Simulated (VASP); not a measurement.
**Pt: single point with LDA**

Pt:

```
CELL_PARAMETERS angstrom
2.74395 0.00000 0.00000
-0.91465 2.58702 0.00000
-0.91465 -1.29351 2.24043
ATOMIC_POSITIONS crystal
Pt 0.00000 0.00000 0.00000
```

```json
{
 "Program": "VASP 6.6.1",
 "Task": "single point",
 "Functional": "LDA",
 "Potentials or basis": "VASP PAW LDA potentials, release 64 (Pt)",
 "Cutoff": "520 eV",
 "k mesh": "12 × 12 × 12",
 "Occupations": "fermi-dirac, width 0.05 eV",
 "Spin": "no spin polarisation"
}
```

- Pressure: -15.6 GPa
- Band gap on the k mesh: zero (band 5 reaches 10.93 eV, above the bottom of band 6 at 8.82 eV)

Levels at points of the mesh, in eV from the Fermi level:
| k point | band 2 | band 3 | band 4 | band 5 | band 6 | band 7 | band 8 | band 9 |
| --- | --- | --- | --- | --- | --- | --- | --- | --- |
| (0.00, 0.00, 0.00) | -3.40 | -3.40 | -3.40 | -0.89 | -0.89 | 17.14 | 17.14 | 17.14 |
| (0.50, 0.00, 0.00) | -4.81 | -1.08 | -0.57 | 0.35 | 1.10 | 6.30 | 13.31 | 15.79 |
| (0.50, 0.50, 0.50) | -5.93 | 0.58 | 0.58 | 0.58 | 7.68 | 7.68 | 7.68 | 12.71 |

Wall time 10 s on 1 thread of Intel Xeon 6975P-C, on a shared host, peak memory 0.13 GiB.

Caveat: spin-orbit coupling is left out, which moves the levels of the heavy elements.
